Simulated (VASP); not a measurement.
# ZnSe7 (Pm-3m) in VASP: notebook

The runs below take ZnSe7 through single point, relaxation of cell and atoms, with PBE.

Program: VASP 6.6.1. These are calculated values, not measurements. Logs are shortened: lines on timing, memory, paths and dates and some standing lists are left out, and cuts for length are marked.

## Step 1: The cell of the first run

The structure is cubic, space group Pm-3m (No. 221). The conventional cell has a = 5.615 Å, b = 5.615 Å, c = 5.615 Å, α = 90.00°, β = 90.00°, γ = 90.00°. Within 3.7 Å of Zn (site symmetry m-3m) lie 6 Se at 2.81 Å. Within 3.7 Å of Se (site symmetry 4/mmm) lie 2 Zn at 2.81 Å and 4 Se at 2.81 Å. Se (site symmetry m-3m) has 6 Se at 2.81 Å within 3.7 Å. Within 3.7 Å of Se (site symmetry 4/mmm) lie 6 Se at 2.81 Å.

The cell was generated, and may not be a known phase.

## Step 2: Single point, PBE

The input, INCAR:

```
PREC = Accurate
ENCUT = 520
EDIFF = 1E-6
ISMEAR = 0
SIGMA = 0.2
LREAL = F
LASPH = T
NELM = 100
ALGO = Normal
ISIF = 2
LWAVE = F
LCHARG = F
GGA = PE
NBANDS = 37
```

The input, KPOINTS:

```
Automatic mesh
0
Gamma
  3 3 3
```

The input, POSCAR:

```
ZnSe7
1.0
    5.6154630930      0.0000000000      0.0000000000
    0.0000000000      5.6154630930      0.0000000000
    0.0000000000      0.0000000000      5.6154630930
Zn Se
1 7
Direct
    0.5000000000      0.5000000000      0.5000000000
    0.0000000000      0.5000000000      0.5000000000
    0.5000000000      0.0000000000      0.5000000000
    0.5000000000      0.5000000000      0.0000000000
    0.0000000000      0.0000000000      0.0000000000
    0.5000000000      0.0000000000      0.0000000000
    0.0000000000      0.5000000000      0.0000000000
    0.0000000000      0.0000000000      0.5000000000
```

Potentials or basis: VASP PAW PBE potentials, release 64 (Zn, Se).

Command:

```
$ cat potpaw_PBE.64/Zn/POTCAR potpaw_PBE.64/Se/POTCAR > POTCAR
$ mpirun -np 1 vasp_std > vasp.out
```

OUTCAR:

```text
PREC = Accurate
   ENCUT = 520
   EDIFF = 1E-6
   ISMEAR = 0
   LREAL = F
   LASPH = T
   NELM = 100
   ISIF = 2
   GGA = PE

 ion  position               nearest neighbor table
   1  0.500  0.500  0.500-   2 2.81   3 2.81   4 2.81   4 2.81   3 2.81   2 2.81
   2  0.000  0.500  0.500-   1 2.81   1 2.81
   3  0.500  0.000  0.500-   1 2.81   1 2.81
   4  0.500  0.500  0.000-   1 2.81   1 2.81
   5  0.000  0.000  0.000-
   6  0.500  0.000  0.000-
   7  0.000  0.500  0.000-
   8  0.000  0.000  0.500-

  LATTYP: Found a simple cubic cell.
 ALAT       =     5.6154630930

  Lattice vectors:

 A1 = (   5.6154630930,   0.0000000000,   0.0000000000)
 A2 = (   0.0000000000,   5.6154630930,   0.0000000000)
 A3 = (   0.0000000000,   0.0000000000,   5.6154630930)

Analysis of symmetry for initial positions (statically):
=====================================================================
 Subroutine PRICEL returns:
 Original cell was already a primitive cell.

 Routine SETGRP: Setting up the symmetry group for a
 simple cubic supercell.

 Subroutine GETGRP returns: Found 48 space group operations
 (whereof 48 operations were pure point group operations)
 out of a pool of 48 trial point group operations.

The static configuration has the point symmetry O_h .

Analysis of symmetry for dynamics (positions and initial velocities):
=====================================================================
 Subroutine PRICEL returns:
 Original cell was already a primitive cell.

 Routine SETGRP: Setting up the symmetry group for a
 simple cubic supercell.

 Subroutine GETGRP returns: Found 48 space group operations
 (whereof 48 operations were pure point group operations)
 out of a pool of 48 trial point group operations.

The dynamic configuration has the point symmetry O_h .

 Subroutine INISYM returns: Found 48 space group operations
 (whereof 48 operations are pure point group operations),
 and found     1 'primitive' translations

----------------------------------------------------------------------------------------

                                     Primitive cell

[... 80 lines left out ...]
   NELM   =    100;   NELMIN=  2; NELMDL= -5     # of ELM steps
   EDIFF  = 0.1E-05   stopping-criterion for ELM
   LREAL  =      F    real-space projection
   EDIFFG = 0.1E-04   stopping-criterion for IOM
   NSW    =      0    number of steps for IOM
   IBRION =     -1    ionic relax: 0-MD 1-quasi-New 2-CG
   NFREE  =      0    steps in history (QN), initial steepest desc. (CG)
   ISIF   =      2    stress and relaxation
   ISYM   =      2    0-nonsym 1-usesym 2-fastsym
   POTIM  = 0.5000    time-step for ionic-motion
   TEBEG  =    0.0;   TEEND  =   0.0 temperature during run
   PSTRESS=    0.0 pullay stress
   NELECT =      54.0000    total number of electrons
   NUPDOWN=      -1.0000    fix difference up-down
   EMIN   =  10.00;   EMAX   =-10.00  energy-range for DOS
   EFERMI =   0.00;   METHOD = LEGACY
   ISMEAR =     0;   SIGMA  =   0.20  broadening in eV -4-tet -1-fermi 0-gaus
   EFERMI_NEDOS =   21; number of points for ismear=-14 and -15
   IALGO  =     38    algorithm
   IMIX   =      4    mixing-type and parameters
     AMIX     =   0.40;   BMIX     =  1.00
     AMIX_MAG =   1.60;   BMIX_MAG =  1.00
  volume/ion in A,a.u.               =      22.13       149.37
  Fermi-wavevector in a.u.,A,eV,Ry     =   1.101930  2.082345 16.520858  1.214249
  Thomas-Fermi vector in A             =   2.238365
   LORBIT       =      0    0 simple, 1 ext, 2 COOP (PROOUT), +10 PAW based schemes
   GGA     = PE    functional components
   LHFCALC =     F    Hartree Fock is set to
   AEXX    =    0.0000 exact exchange contribution
   IVDW    =     0    specifies the selected vdW correction
   LEPSILON=     F    determine dielectric tensor
   LRPA    =     F    only Hartree local field effects (RPA)
 non-spin polarized calculation
 Gauss-broadening in eV      SIGMA  =   0.20
  energy-cutoff  :      520.00
  volume of cell :      177.07
 maximum number of plane-waves:      4801
 NGX is ok and might be reduce to    42
   NGX = 21   NGY = 21   NGZ = 21

 number of electron      54.0000026 magnetization

 Free energy of the ion-electron system (eV)
  ---------------------------------------------------
  ext. energy  EPLUGINS =         0.00000000
  ---------------------------------------------------
  free energy    TOTEN  =       -24.17524260 eV

  energy without entropy =      -23.99251641  energy(sigma->0) =      -24.08387951

 E-fermi :   4.4608     XC(G=0):  -9.9570

 val. band max:        4.3921119248   @ k =   0.3333   0.3333   0.0000
 cond. band min:       4.5016762219   @ k =   0.3333   0.3333   0.3333
 fundamental gap:      0.1095642971
 Fermi energy:         4.4607650180

 k-point     1 :       0.0000    0.0000    0.0000
  band No.  band energies     occupation
      1     -11.4975      2.00000
      2      -9.5962      2.00000
      3      -9.5962      2.00000
      4      -8.7423      2.00000
      5      -7.4641      2.00000
      6      -7.4641      2.00000
[... 149 lines left out ...]
     36       8.9002      0.00000
     37      10.1422      0.00000

------------------------ aborting loop because EDIFF is reached ----------------------------------------

  FORCE on cell =-STRESS in cart. coord.  units (eV):
  Direction    XX          YY          ZZ          XY          YZ          ZX
  --------------------------------------------------------------------------------------
  -------------------------------------------------------------------------------------
  Total       -0.3723140     -0.3723140     -0.3723140     -0.0000000      0.0000000     -0.0000000
  in kB       -3.3687070     -3.3687070     -3.3687070     -0.0000000      0.0000000     -0.0000000
  external PRESSURE =      -3.3687070 kB  Pullay stress =       0.0000000 kB

 VOLUME and BASIS-vectors are now :
 -----------------------------------------------------------------------------
  energy-cutoff  :      520.00
  volume of cell :      177.07
      direct lattice vectors                 reciprocal lattice vectors
     5.615463093  0.000000000  0.000000000     0.178079703  0.000000000  0.000000000
     0.000000000  5.615463093  0.000000000     0.000000000  0.178079703  0.000000000
     0.000000000  0.000000000  5.615463093     0.000000000  0.000000000  0.178079703

 POSITION                                       TOTAL-FORCE (eV/Angst)
 -----------------------------------------------------------------------------------
      2.80773      2.80773      2.80773         0.000000      0.000000      0.000000
      0.00000      2.80773      2.80773         0.000000      0.000000      0.000000
      2.80773      0.00000      2.80773         0.000000      0.000000      0.000000
      2.80773      2.80773      0.00000         0.000000      0.000000      0.000000
      0.00000      0.00000      0.00000         0.000000      0.000000      0.000000
      2.80773      0.00000      0.00000         0.000000      0.000000      0.000000
      0.00000      2.80773      0.00000         0.000000      0.000000      0.000000
      0.00000      0.00000      2.80773         0.000000      0.000000      0.000000
 -----------------------------------------------------------------------------------
    total drift:                                0.000000      0.000000     -0.000000

  FREE ENERGIE OF THE ION-ELECTRON SYSTEM (eV)
  ---------------------------------------------------
  free  energy   TOTEN  =       -24.1752426035 eV

  energy  without entropy=      -23.9925164105  energy(sigma->0) =      -24.08387951
```

Run time: 17 s. Hardware: 1 thread of Intel Xeon 6975P-C (Granite Rapids), shared host; peak memory 0.24 GiB.

What came out:

```yaml
Free_energy: -24.1752 eV
Pressure: -0.3 GPa
Band_gap_on_the_k_mesh: zero (bands 27 and 28 overlap by 1.92 eV)
```

Levels at points of the mesh, in eV from the Fermi level:
| k point | band 24 | band 25 | band 26 | band 27 | band 28 | band 29 |
| --- | --- | --- | --- | --- | --- | --- |
| (0.00, 0.00, 0.00) | -2.43 | -1.74 | 1.76 | 1.76 | 1.76 | 2.92 |

Caveat: the k points lie up to 0.37 Å⁻¹ apart, too coarse for converged energies and pressures of a metal.

## Step 3: Single point, PBE

This run uses another cell than the first one, of 21.86 Å³/atom.

The input, INCAR:

```
PREC = Accurate ; ENCUT = 520
EDIFF = 1E-7 ; ISMEAR = 0
SIGMA = 0.1 ; LREAL = False
LASPH = True ; NELM = 60
ALGO = Normal ; ISIF = 2
LWAVE = False ; LCHARG = True
GGA = PE ; LELF = True
LVHAR = True ; NBANDS = 37
```

The input, KPOINTS:

```
Automatic mesh
0
Gamma
  6 6 6
```

POSCAR: that of step 2 with these lines changed.

```diff
@@ -2,5 +2,5 @@
 1.0
-    5.6154630930      0.0000000000      0.0000000000
-    0.0000000000      5.6154630930      0.0000000000
-    0.0000000000      0.0000000000      5.6154630930
+    5.5923253867      0.0000000000      0.0000000000
+    0.0000000000      5.5923253867      0.0000000000
+    0.0000000000      0.0000000000      5.5923253867
 Zn Se
```

Potentials or basis: VASP PAW PBE potentials, release 64 (Zn, Se).

Command:

```
$ cat potpaw_PBE.64/Zn/POTCAR potpaw_PBE.64/Se/POTCAR > POTCAR
$ mpirun -np 1 vasp_std > vasp.out
```

It took 59 s on 1 thread of Intel Xeon 6975P-C (Granite Rapids), shared host; peak memory 0.31 GiB.

Results (log left out):

```
Free energy            : -25.3636 eV
Pressure               : 0.0 GPa
Band gap on the k mesh : zero (bands 27 and 28 overlap by 3.84 eV)
```

Levels at points of the mesh, in eV from the Fermi level:
```tsv
k point	band 24	band 25	band 26	band 27	band 28	band 29	band 30	band 31
(0.00, 0.00, 0.00)	-2.37	-1.53	1.84	1.84	1.84	3.02	3.02	3.02
(0.50, 0.00, 0.00)	-1.78	-1.68	-0.74	-0.72	1.97	2.16	2.16	2.80
(0.50, 0.50, 0.00)	-2.10	-1.91	-1.19	-1.02	-1.02	-0.73	-0.67	2.75
(0.50, 0.50, 0.50)	-2.13	-2.00	-2.00	-2.00	-1.95	-1.75	-1.75	-1.75
```

## Step 4: Relaxation of cell and atoms, PBE

This run uses another cell than the first one, of 32.25 Å³/atom.

The input, INCAR:

```
ALGO = Normal
EDIFF = 1E-6
EDIFFG = -0.08
ENCUT = 600
GGA = PE
IBRION = 2
ISIF = 3
ISMEAR = 0
LASPH = T
LCHARG = F
LREAL = F
LWAVE = F
NELM = 100
NSW = 36
PREC = Accurate
SIGMA = 0.2
```

The input, KPOINTS:

```
k-points
0
Gamma
  3 3 3
```

POSCAR: that of step 3 with these lines changed.

```diff
@@ -2,5 +2,5 @@
 1.0
-    5.5923253867      0.0000000000      0.0000000000
-    0.0000000000      5.5923253867      0.0000000000
-    0.0000000000      0.0000000000      5.5923253867
+    6.3659708000      0.0000000000      0.0000000000
+    0.0000000000      6.3659708000      0.0000000000
+    0.0000000000      0.0000000000      6.3659708000
 Zn Se
```

Potentials or basis: VASP PAW PBE potentials, release 64 (Zn, Se).

Command:

```
$ cat potpaw_PBE.64/Zn/POTCAR potpaw_PBE.64/Se/POTCAR > POTCAR
$ mpirun -np 1 vasp_std > vasp.out
```

OUTCAR:

```text
EDIFF = 1E-6
   EDIFFG = -0.08
   ENCUT = 600
   GGA = PE
   IBRION = 2
   ISIF = 3
   ISMEAR = 0
   LASPH = T
   LREAL = F
   NELM = 100
   NSW = 36
   PREC = Accurate

 ion  position               nearest neighbor table
   1  0.500  0.500  0.500-
   2  0.000  0.500  0.500-
   3  0.500  0.000  0.500-
   4  0.500  0.500  0.000-
   5  0.000  0.000  0.000-
   6  0.500  0.000  0.000-
   7  0.000  0.500  0.000-
   8  0.000  0.000  0.500-

  LATTYP: Found a simple cubic cell.
 ALAT       =     6.3659708000

  Lattice vectors:

 A1 = (   6.3659708000,   0.0000000000,   0.0000000000)
 A2 = (   0.0000000000,   6.3659708000,   0.0000000000)
[... 174 lines left out ...]
  Direction    XX          YY          ZZ          XY          YZ          ZX
  --------------------------------------------------------------------------------------
  -------------------------------------------------------------------------------------
  Total      -15.9750449    -15.9750449    -15.9750449     -0.0000000      0.0000000     -0.0000000
  in kB      -99.2107522    -99.2107522    -99.2107522     -0.0000000      0.0000000     -0.0000000
  external PRESSURE =     -99.2107522 kB  Pullay stress =       0.0000000 kB
[... 113 lines left out ...]
--------------------------------------- Ionic step        4  -------------------------------------------

 number of electron      54.0000009 magnetization

 Free energy of the ion-electron system (eV)
  ---------------------------------------------------
  ext. energy  EPLUGINS =         0.00000000
  ---------------------------------------------------
  free energy    TOTEN  =       -24.17990791 eV

  energy without entropy =      -24.00038096  energy(sigma->0) =      -24.09014444

 E-fermi :   4.5672     XC(G=0):  -9.9983

 val. band max:        4.4941730650   @ k =   0.3333   0.3333   0.0000
 cond. band min:       4.6113319893   @ k =   0.3333   0.3333   0.3333
 fundamental gap:      0.1171589243
 Fermi energy:         4.5672364632

 k-point     1 :       0.0000    0.0000    0.0000
  band No.  band energies     occupation
      1     -11.4719      2.00000
      2      -9.5400      2.00000
      3      -9.5400      2.00000
      4      -8.6740      2.00000
      5      -7.3718      2.00000
      6      -7.3718      2.00000
[... 164 lines left out ...]
  FREE ENERGIE OF THE ION-ELECTRON SYSTEM (eV)
  ---------------------------------------------------
  free  energy   TOTEN  =       -24.1799079099 eV

  energy  without entropy=      -24.0003809623  energy(sigma->0) =      -24.09014444

 reached required accuracy - stopping structural energy minimisation
```

OSZICAR:

```text
N       E                     dE             d eps       ncg     rms          rms(c)
DAV:   1     0.366718373735E+03    0.36672E+03   -0.23783E+04   256   0.164E+03
DAV:   2     0.168808157030E+02   -0.34984E+03   -0.34382E+03   320   0.299E+02
DAV:   3    -0.195750597008E+02   -0.36456E+02   -0.36105E+02   312   0.958E+01
[... 50 lines left out ...]
DAV:   3    -0.241821359441E+02    0.12789E-01   -0.22447E-02   264   0.699E-01    0.302E-01
DAV:   4    -0.241800491422E+02    0.20868E-02   -0.41165E-03   264   0.284E-01    0.117E-01
DAV:   5    -0.241799087973E+02    0.14034E-03   -0.35212E-04   312   0.203E-01    0.278E-02
DAV:   6    -0.241799087078E+02    0.89502E-07   -0.88670E-05   304   0.663E-02    0.112E-02
DAV:   7    -0.241799079099E+02    0.79791E-06   -0.30479E-06   264   0.137E-02
   4 F= -.24179908E+02 E0= -.24090144E+02  d E =-.366544E+01
```

Wall time 2.2 min (1 thread of Intel Xeon 6975P-C (Granite Rapids), shared host); peak memory 0.43 GiB.

What came out:

```
Free energy                           : -24.1799 eV
Relaxed volume                        : 21.93 Å³/atom
Relaxed cell                          : a = 5.598 Å, b = 5.598 Å, c = 5.598 Å, α = 90.00°, β = 90.00°, γ = 90.00°
Space group after relaxing (to 0.1 Å) : Pm-3m (No. 221)
Energy gained by relaxing             : 458.2 meV/atom
Ionic steps                           : 4
Pressure after relaxing               : 0.2 GPa
Band gap on the k mesh                : zero (bands 27 and 28 overlap by 1.95 eV)
```

The path:
```tsv
step	energy change (eV)	largest force (eV/Å)	pressure (GPa)	volume (Å³)
1	0.0000	0.0000	-9.92	257.98
2	-3.3863	0.0000	-3.73	190.38
3	-3.6593	0.0000	-0.85	178.59
4	-3.6654	0.0000	0.23	175.46
```

Final structure:
```xyz
8
Lattice="5.5984 0.0000 0.0000 0.0000 5.5984 0.0000 0.0000 0.0000 5.5984" Properties=species:S:1:pos:R:3 pbc="T T T"
Zn    2.7992    2.7992    2.7992
Se    0.0000    2.7992    2.7992
Se    2.7992    0.0000    2.7992
Se    2.7992    2.7992    0.0000
Se    0.0000    0.0000    0.0000
Se    2.7992    0.0000    0.0000
Se    0.0000    2.7992    0.0000
Se    0.0000    0.0000    2.7992
```

Caveat: the volume moved by over 15 % at a fixed basis, so the end points are rough; the highest band is partly filled, so the run has too few bands.

## Step 5: Relaxation of cell and atoms, PBE

The input, INCAR:

```
PREC = Accurate ; ENCUT = 600
EDIFF = 1E-7 ; ISMEAR = 0
SIGMA = 0.1 ; LREAL = False
LASPH = True ; NELM = 80
ALGO = Normal ; ISIF = 3
LWAVE = False ; LCHARG = False
GGA = PE ; IBRION = 2
NSW = 100 ; EDIFFG = -0.01
```

The input, KPOINTS:

```
Automatic mesh
0
Gamma
  6 6 6
```

POSCAR: that of step 4 with these lines changed.

```diff
@@ -2,5 +2,5 @@
 1.0
-    6.3659708000      0.0000000000      0.0000000000
-    0.0000000000      6.3659708000      0.0000000000
-    0.0000000000      0.0000000000      6.3659708000
+    5.6154630930      0.0000000000      0.0000000000
+    0.0000000000      5.6154630930      0.0000000000
+    0.0000000000      0.0000000000      5.6154630930
 Zn Se
```

Command:

```
$ cat potpaw_PBE.64/Zn/POTCAR potpaw_PBE.64/Se/POTCAR > POTCAR
$ mpirun -np 1 vasp_std > vasp.out
```

It took 3.2 min on 1 thread of Intel Xeon 6975P-C (Granite Rapids), shared host; peak memory 0.4 GiB.

Results (log left out):

```
Free energy                           : -25.3485 eV
Relaxed volume                        : 21.87 Å³/atom
Relaxed cell                          : a = 5.593 Å, b = 5.593 Å, c = 5.593 Å, α = 90.00°, β = 90.00°, γ = 90.00°
Space group after relaxing (to 0.1 Å) : Pm-3m (No. 221)
Energy gained by relaxing             : 0.7 meV/atom
Ionic steps                           : 3
Pressure after relaxing               : 0.0 GPa
```

Step by step:
| step | energy change (eV) | largest force (eV/Å) | pressure (GPa) | volume (Å³) |
| --- | --- | --- | --- | --- |
| 1 | 0.0000 | 0.0000 | -0.80 | 177.07 |
| 2 | -0.0047 | 0.0000 | 0.29 | 174.25 |
| 3 | -0.0054 | 0.0000 | 0.00 | 174.96 |

Final structure:
```cif
data_structure
_symmetry_space_group_name_H-M 'P 1'
_symmetry_Int_Tables_number 1
_cell_length_a 5.5930
_cell_length_b 5.5930
_cell_length_c 5.5930
_cell_angle_alpha 90.000
_cell_angle_beta 90.000
_cell_angle_gamma 90.000
_cell_volume 174.96
loop_
_atom_site_label
_atom_site_type_symbol
_atom_site_fract_x
_atom_site_fract_y
_atom_site_fract_z
_atom_site_occupancy
Zn1 Zn 0.50000 0.50000 0.50000 1
Se1 Se 0.00000 0.50000 0.50000 1
Se2 Se 0.50000 0.00000 0.50000 1
Se3 Se 0.50000 0.50000 0.00000 1
Se4 Se 0.00000 0.00000 0.00000 1
Se5 Se 0.50000 0.00000 0.00000 1
Se6 Se 0.00000 0.50000 0.00000 1
Se7 Se 0.00000 0.00000 0.50000 1
```

Levels at points of the mesh, in eV from the Fermi level:
```
           k point  band 25  band 26  band 27  band 28  band 29  band 30
(0.00, 0.00, 0.00)    -1.54     1.83     1.83     1.83     3.01     3.01
(0.50, 0.00, 0.00)    -1.69    -0.74    -0.72     1.95     2.15     2.15
(0.50, 0.50, 0.00)    -1.92    -1.20    -1.03    -1.03    -0.74    -0.68
(0.50, 0.50, 0.50)    -2.01    -2.01    -2.01    -1.95    -1.76    -1.76
```

Caveat: the highest band is partly filled, so the run has too few bands.

## Step 6: The runs side by side

| task | cell | k mesh | cutoff (eV) | smearing | gap on the mesh (eV) | pressure (GPa) | relaxed volume (Å³/atom) |
| --- | --- | --- | --- | --- | --- | --- | --- |
| single point | a = 5.615 Å, 8 atoms | 3 × 3 × 3 | 520 | gaussian 0.2 eV | none | -0.3 | - |
| single point | a = 5.592 Å, 8 atoms | 6 × 6 × 6 | 520 | gaussian 0.1 eV | none | 0.0 | - |
| relaxation of cell and atoms | relaxed from a = 6.366 Å, 8 atoms | 3 × 3 × 3 | 600 | gaussian 0.2 eV | none | 0.2 | 21.93 |
| relaxation of cell and atoms | relaxed from a = 5.615 Å, 8 atoms | 6 × 6 × 6 | 600 | gaussian 0.1 eV | - | 0.0 | 21.87 |

Alike in all rows: level PBE; potentials or basis VASP PAW PBE potentials, release 64 (Zn, Se); no spin polarisation.

Caveats: some runs use coarse meshes; the highest band is partly filled, so the run has too few bands (at least some runs); the volume moved by over 15 % at a fixed basis, so the end points are rough (at least some runs).

Total energies depend on the potentials used, so only differences within one code and one set of settings carry meaning.

The gap in the log of VASP goes by the Fermi energy; the results here count the filled bands.